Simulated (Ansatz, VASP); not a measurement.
# One calculation of LiF, two programs

```
Li F
1.0
     0.00000    2.01000    2.01000
     2.01000    0.00000    2.01000
     2.01000    2.01000    0.00000
Li F
1 1
Direct
  0.00000 0.00000 0.00000
  0.50000 0.50000 0.50000
```

Alike in both runs: task relaxation of cell and atoms; functional PBEsol; k mesh 10 × 10 × 10; occupations gaussian, width 0.02 eV; no spin polarisation.

|  | VASP | Ansatz |
| --- | --- | --- |
| version | VASP 6.6.1 | Ansatz 0.2.0 |
| potentials or method | VASP PAW PBE potentials, release 64 (Li_sv, F), cutoff 750 eV | scalar-relativistic, plane waves, PAW |
| valence electrons in the cell | 10 | 10 |

Ansatz gave:

* gap on the k mesh at the Fermi level, each at its own relaxed structure (eV): 9.06
* relaxed volume (Å³/atom): 8.04
* relaxed cell length with the largest relative difference (Å): 2.833

Q: Which values does VASP return?

A: gap on the k mesh at the Fermi level, each at its own relaxed structure (eV): 9.09; relaxed volume (Å³/atom): 8.00; relaxed cell length with the largest relative difference (Å): 2.829.

VASP's potentials were made for PBE, not for PBEsol, and Ansatz warns of the same on its side.
